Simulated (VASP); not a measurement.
# Cr2O3 (R-3c) in VASP: single point with PBE+U

Aim: the single point of Cr2O3 with PBE+U.

All numbers are computed with VASP 6.6.1; they aren't measurements. Logs are shortened: lines on timing, memory, paths and dates and some standing lists are left out, and cuts for length are marked.

## Step 1: The cell of the first run

Symmetry: R-3c, No. 167, trigonal system. Conventional cell: a = 4.957 Å, b = 4.957 Å, c = 13.592 Å, α = 90.00°, β = 90.00°, γ = 120.00°. Cr (site symmetry 3) has 6 O at 1.96 to 2.01 Å and 1 Cr at 2.65 Å within 2.7 Å. O (site symmetry 2) has 4 Cr at 1.96 to 2.01 Å and 12 O at 2.63 to 2.99 Å within 3.0 Å.

## Step 2: Single point, PBE+U, collinear spin, ferromagnetic start

File INCAR:

```
ALGO     = Normal         # electronic algorithm
EDIFF    = 1E-6           # SCF threshold, eV
ENCUT    = 520            # plane-wave cutoff, eV
GGA      = PE             # functional
ISIF     = 2              # what is computed and relaxed
ISMEAR   = 0              # smearing method
ISPIN    = 2              # spin polarisation
LASPH    = T              # aspherical terms in the spheres
LCHARG   = F              # write CHGCAR
LDAU     = T              # DFT+U
LDAUJ    = 0 0          
LDAUL    = 2 -1           # shell
LDAUPRINT= 1            
LDAUTYPE = 2            
LDAUU    = 3.7 0          # U, eV
LMAXMIX  = 4              # l up to which the mixer works
LORBIT   = 11             # projections on sites
LREAL    = F              # projectors in reciprocal space
LWAVE    = F              # write WAVECAR
MAGMOM   = 3 3 3 3 0 0 0 0 0 0 # initial moments
NBANDS   = 57             # bands
NELM     = 150            # most SCF steps
PREC     = Accurate       # precision mode
SIGMA    = 0.05           # smearing width, eV
```

File KPOINTS:

```
k-points
0
Gamma
  4 4 4
```

File POSCAR:

```
Cr2O3
1.0
    2.4785000000      1.4309626422      4.5307666667
   -2.4785000000      1.4309626422      4.5307666667
    0.0000000000     -2.8619252844      4.5307666667
Cr O
4 6
Direct
    0.3474800000      0.3474800000      0.3474800000
    0.1525200000      0.1525200000      0.1525200000
    0.6525200000      0.6525200000      0.6525200000
    0.8474800000      0.8474800000      0.8474800000
    0.5558000000      0.9442000000      0.2500000000
    0.2500000000      0.5558000000      0.9442000000
    0.9442000000      0.2500000000      0.5558000000
    0.4442000000      0.0558000000      0.7500000000
    0.7500000000      0.4442000000      0.0558000000
    0.0558000000      0.7500000000      0.4442000000
```

Potentials or basis: VASP PAW PBE potentials, release 64 (Cr_pv, O).

The run is started by

```bash
$ cat potpaw_PBE.64/Cr_pv/POTCAR potpaw_PBE.64/O/POTCAR > POTCAR
$ mpirun -np 1 vasp_std > vasp.out
```

OUTCAR:

```text
EDIFF = 1E-6
   ENCUT = 520
   GGA = PE
   ISIF = 2
   ISMEAR = 0
   ISPIN = 2
   LASPH = T
   LORBIT = 11
   LREAL = F
   NELM = 150
   PREC = Accurate

 ion  position               nearest neighbor table
   1  0.347  0.347  0.347-  10 1.96   8 1.96   9 1.96   5 2.01   7 2.01   6 2.01   2 2.65   3 2.89
                             3 2.89   3 2.89
   2  0.153  0.153  0.153-   9 1.96   8 1.96  10 1.96   5 2.01   7 2.01   6 2.01   1 2.65   4 2.89
                             4 2.89   4 2.89
   3  0.653  0.653  0.653-   7 1.96   5 1.96   6 1.96   8 2.01   9 2.01  10 2.01   4 2.65   1 2.89
                             1 2.89   1 2.89
   4  0.847  0.847  0.847-   6 1.96   5 1.96   7 1.96   8 2.01   9 2.01  10 2.01   3 2.65   2 2.89
                             2 2.89   2 2.89
   5  0.556  0.944  0.250-   3 1.96   4 1.96   1 2.01   2 2.01
   6  0.250  0.556  0.944-   4 1.96   3 1.96   1 2.01   2 2.01
   7  0.944  0.250  0.556-   3 1.96   4 1.96   1 2.01   2 2.01
   8  0.444  0.056  0.750-   1 1.96   2 1.96   3 2.01   4 2.01
   9  0.750  0.444  0.056-   2 1.96   1 1.96   3 2.01   4 2.01
  10  0.056  0.750  0.444-   1 1.96   2 1.96   3 2.01   4 2.01

  LATTYP: Found a trigonal (rhomboedric) cell.
 ALAT       =     5.3589609927
 COS(alpha) =     0.5721942176

  Lattice vectors:

 A1 = (   2.4785000000,   1.4309626422,   4.5307666667)
 A2 = (  -2.4785000000,   1.4309626422,   4.5307666667)
 A3 = (   0.0000000000,  -2.8619252844,   4.5307666667)

Analysis of symmetry for initial positions (statically):
=====================================================================
 Subroutine PRICEL returns:
 Original cell was already a primitive cell.

 Routine SETGRP: Setting up the symmetry group for a
 trigonal (rhombohedral) supercell.

 Subroutine GETGRP returns: Found 12 space group operations
 (whereof  6 operations were pure point group operations)
 out of a pool of 12 trial point group operations.

The static configuration has the point symmetry S_6 .
 The point group associated with its full space group is D_3d.

Analysis of symmetry for dynamics (positions and initial velocities):
=====================================================================
 Subroutine PRICEL returns:
 Original cell was already a primitive cell.

 Routine SETGRP: Setting up the symmetry group for a
 trigonal (rhombohedral) supercell.

 Subroutine GETGRP returns: Found 12 space group operations
 (whereof  6 operations were pure point group operations)
 out of a pool of 12 trial point group operations.

The dynamic configuration has the point symmetry S_6 .
 The point group associated with its full space group is D_3d.

Analysis of structural, dynamic, and magnetic symmetry:
=====================================================================
 Subroutine PRICEL returns:
 Original cell was already a primitive cell.

 Routine SETGRP: Setting up the symmetry group for a
 trigonal (rhombohedral) supercell.

 Subroutine GETGRP returns: Found 12 space group operations
 (whereof  6 operations were pure point group operations)
 out of a pool of 12 trial point group operations.

The overall configuration has the point symmetry S_6 .
 The point group associated with its full space group is D_3d.

 Subroutine INISYM returns: Found 12 space group operations
 (whereof  6 operations are pure point group operations),
 and found     1 'primitive' translations

----------------------------------------------------------------------------------------

                                     Primitive cell

  volume of cell :      96.4140

  direct lattice vectors                    reciprocal lattice vectors
     2.478500000  1.430962642  4.530766667     0.201734920  0.116471711  0.073571066
    -2.478500000  1.430962642  4.530766667    -0.201734920  0.116471711  0.073571066
     0.000000000 -2.861925284  4.530766667     0.000000000 -0.232943421  0.073571066

  length of vectors
     5.358960993  5.358960993  5.358960993     0.244285364  0.244285364  0.244285364
[... 115 lines left out ...]
   LHFCALC =     F    Hartree Fock is set to
   AEXX    =    0.0000 exact exchange contribution
   IVDW    =     0    specifies the selected vdW correction
   LEPSILON=     F    determine dielectric tensor
   LRPA    =     F    only Hartree local field effects (RPA)
 spin polarized calculation
 Gauss-broadening in eV      SIGMA  =   0.05
  energy-cutoff  :      520.00
  volume of cell :       96.41
 maximum number of plane-waves:      2614
   NGX = 19   NGY = 19   NGZ = 19

atom =   1  type =  1  l = 2

 onsite density matrix

spin component  1
[... 116 lines left out ...]
  o =  0.0475  v =  0.0000  0.0000  0.0000  0.0000  0.0000 -0.1339 -0.0000 -0.0000 -0.5897  0.7965      0.0000  0.0000  0.0000  0.0000  0.0000  0.0000  0.0000  0.0000  0.0000  0.0000
  o =  0.0475  v =  0.0000  0.0000  0.0000  0.0000  0.0000  0.7965  0.5897 -0.0000 -0.0000  0.1339      0.0000  0.0000  0.0000  0.0000  0.0000  0.0000  0.0000  0.0000  0.0000  0.0000
  o =  0.0566  v =  0.0000  0.0000  0.0000  0.0000  0.0000  0.0000  0.0000  1.0000 -0.0000  0.0000      0.0000  0.0000  0.0000  0.0000  0.0000  0.0000  0.0000  0.0000  0.0000  0.0000
  o =  0.2099  v =  0.0000  0.0000  0.0000  0.0000  0.0000  0.0977  0.0000 -0.0000 -0.8076 -0.5815      0.0000  0.0000  0.0000  0.0000  0.0000  0.0000  0.0000  0.0000  0.0000  0.0000
  o =  0.2099  v =  0.0000  0.0000  0.0000  0.0000  0.0000 -0.5815  0.8076 -0.0000  0.0000 -0.0977      0.0000  0.0000  0.0000  0.0000  0.0000  0.0000  0.0000  0.0000  0.0000  0.0000
  o =  0.3196  v =  0.1157 -0.0000  0.0000 -0.8196 -0.5612  0.0000  0.0000  0.0000  0.0000  0.0000      0.0000  0.0000  0.0000  0.0000  0.0000  0.0000  0.0000  0.0000  0.0000  0.0000
  o =  0.3196  v = -0.5612  0.8196  0.0000 -0.0000 -0.1157  0.0000  0.0000  0.0000  0.0000  0.0000      0.0000  0.0000  0.0000  0.0000  0.0000  0.0000  0.0000  0.0000  0.0000  0.0000
  o =  0.9468  v = -0.1655 -0.0000 -0.0000 -0.5730  0.8027  0.0000  0.0000  0.0000  0.0000  0.0000      0.0000  0.0000  0.0000  0.0000  0.0000  0.0000  0.0000  0.0000  0.0000  0.0000
  o =  0.9468  v =  0.8027  0.5730 -0.0000 -0.0000  0.1655  0.0000  0.0000  0.0000  0.0000  0.0000      0.0000  0.0000  0.0000  0.0000  0.0000  0.0000  0.0000  0.0000  0.0000  0.0000
  o =  0.9565  v = -0.0000  0.0000  1.0000 -0.0000  0.0000  0.0000  0.0000  0.0000  0.0000  0.0000      0.0000  0.0000  0.0000  0.0000  0.0000  0.0000  0.0000  0.0000  0.0000  0.0000

 number of electron      83.9999996 magnetization      12.0000005

 Free energy of the ion-electron system (eV)
  ---------------------------------------------------
  ext. energy  EPLUGINS =         0.00000000
  ---------------------------------------------------
  free energy    TOTEN  =       -78.80222364 eV

  energy without entropy =      -78.80222364  energy(sigma->0) =      -78.80222364

 E-fermi :   6.2550     XC(G=0): -12.0753

 val. band max:        5.9794301976   @ k =  -0.2500   0.2500   0.2500
 cond. band min:       8.8497320328   @ k =   0.5000   0.5000   0.0000
 fundamental gap:      2.8703018352
 Fermi energy:         6.2549986454

 spin component 1

 k-point     1 :       0.0000    0.0000    0.0000
  band No.  band energies     occupation
      1     -37.7479      1.00000
      2     -37.7001      1.00000
      3     -37.6894      1.00000
      4     -37.6894      1.00000
      5     -37.6622      1.00000
      6     -37.6622      1.00000
[... 730 lines left out ...]
     53      10.1033      0.00000
     54      10.1033      0.00000
 Fermi energy:         6.2549986454

 spin component 2

 k-point     1 :       0.0000    0.0000    0.0000
  band No.  band energies     occupation
      1     -34.7342      1.00000
      2     -34.6714      1.00000
      3     -34.6659      1.00000
      4     -34.6659      1.00000
      5     -34.6300      1.00000
      6     -34.6300      1.00000
[... 730 lines left out ...]
     53      12.1584      0.00000
     54      12.1584      0.00000
 [bands above 54 left out]

------------------------ aborting loop because EDIFF is reached ----------------------------------------

  FORCE on cell =-STRESS in cart. coord.  units (eV):
  Direction    XX          YY          ZZ          XY          YZ          ZX
  --------------------------------------------------------------------------------------
  -------------------------------------------------------------------------------------
  Total        9.6451890      9.6451890      9.4370878      0.0000000     -0.0000000      0.0000000
  in kB      160.2806731    160.2806731    156.8225140      0.0000000     -0.0000000      0.0000000
  external PRESSURE =     159.1279534 kB  Pullay stress =       0.0000000 kB

 VOLUME and BASIS-vectors are now :
 -----------------------------------------------------------------------------
  energy-cutoff  :      520.00
  volume of cell :       96.41
      direct lattice vectors                 reciprocal lattice vectors
     2.478500000  1.430962642  4.530766667     0.201734920  0.116471711  0.073571066
    -2.478500000  1.430962642  4.530766667    -0.201734920  0.116471711  0.073571066
     0.000000000 -2.861925284  4.530766667     0.000000000 -0.232943421  0.073571066

 POSITION                                       TOTAL-FORCE (eV/Angst)
 -----------------------------------------------------------------------------------
      0.00000      0.00000      4.72305         0.000000      0.000000      0.586572
      0.00000      0.00000      2.07310         0.000000      0.000000     -0.586572
      0.00000      0.00000      8.86925         0.000000     -0.000000     -0.586572
      0.00000      0.00000     11.51920         0.000000      0.000000      0.586572
     -0.96265      1.43096      7.92884        -0.106022      0.000000      0.000000
     -0.75793     -1.54916      7.92884         0.053011     -0.091818      0.000000
      1.72057      0.11820      7.92884         0.053011      0.091818      0.000000
      0.96265     -1.43096      5.66346         0.106022     -0.000000     -0.000000
      0.75793      1.54916      5.66346        -0.053011      0.091818      0.000000
     -1.72057     -0.11820      5.66346        -0.053011     -0.091818      0.000000
 -----------------------------------------------------------------------------------
    total drift:                               -0.000000     -0.000000      0.000000

  FREE ENERGIE OF THE ION-ELECTRON SYSTEM (eV)
  ---------------------------------------------------
  free  energy   TOTEN  =       -78.8022236383 eV

  energy  without entropy=      -78.8022236383  energy(sigma->0) =      -78.80222364

 total charge

# of ion       s       p       d       tot
------------------------------------------
    1        0.306   6.364   4.029  10.699
    2        0.306   6.364   4.029  10.699
    3        0.306   6.364   4.029  10.699
    4        0.306   6.364   4.029  10.699
    5        1.556   3.535   0.000   5.091
    6        1.556   3.535   0.000   5.091
    7        1.556   3.535   0.000   5.091
    8        1.556   3.535   0.000   5.091
    9        1.556   3.535   0.000   5.091
   10        1.556   3.535   0.000   5.091
--------------------------------------------------
tot         10.561  46.669  16.114  73.345

 magnetization (x)

# of ion       s       p       d       tot
------------------------------------------
    1        0.027   0.033   2.912   2.972
    2        0.027   0.033   2.912   2.972
    3        0.027   0.033   2.912   2.972
    4        0.027   0.033   2.912   2.972
    5       -0.004  -0.037   0.000  -0.041
    6       -0.004  -0.037   0.000  -0.041
    7       -0.004  -0.037   0.000  -0.041
    8       -0.004  -0.037   0.000  -0.041
    9       -0.004  -0.037   0.000  -0.041
   10       -0.004  -0.037   0.000  -0.041
--------------------------------------------------
tot          0.084  -0.090  11.648  11.642
```

It took 2.7 min on 1 thread of Intel Xeon Platinum 8375C at 2.90GHz (Ice Lake), shared host; peak memory 0.33 GiB.

Results:

| Property | Result |
| --- | --- |
| Free energy | -78.8022 eV |
| Pressure | 15.9 GPa |
| Largest force | 0.587 eV/Å |
| Band gap on the k mesh | 2.87 eV (least direct gap 2.94 eV) |
| Net moment | 12.00 μB per cell |
| Site moments | Cr +2.97; O -0.04 μB |
| Valence electrons inside the program's atomic spheres | Cr 10.70; O 5.09 |

Forces on the atoms (eV/Å):
```
Cr   0.000  0.000  0.587
Cr   0.000  0.000 -0.587
Cr   0.000  0.000 -0.587
Cr   0.000  0.000  0.587
O   -0.106  0.000  0.000
O    0.053 -0.092  0.000
O    0.053  0.092  0.000
O    0.106  0.000  0.000
O   -0.053  0.092  0.000
O   -0.053 -0.092  0.000
```

Eigenvalues of the final occupation matrices:
```csv
site,spin,trace,eigenvalues
site 1 d,1,3.49,0.32 0.32 0.95 0.95 0.96
site 1 d,2,0.57,0.05 0.05 0.06 0.21 0.21
site 2 d,1,3.49,0.32 0.32 0.95 0.95 0.96
site 2 d,2,0.57,0.05 0.05 0.06 0.21 0.21
site 3 d,1,3.49,0.32 0.32 0.95 0.95 0.96
site 3 d,2,0.57,0.05 0.05 0.06 0.21 0.21
site 4 d,1,3.49,0.32 0.32 0.95 0.95 0.96
site 4 d,2,0.57,0.05 0.05 0.06 0.21 0.21
```

Caveat: the cell stands under pressure; only a ferromagnetic start was run, and an antiferromagnetic order may lie lower in energy. A k mesh can miss the band edges.
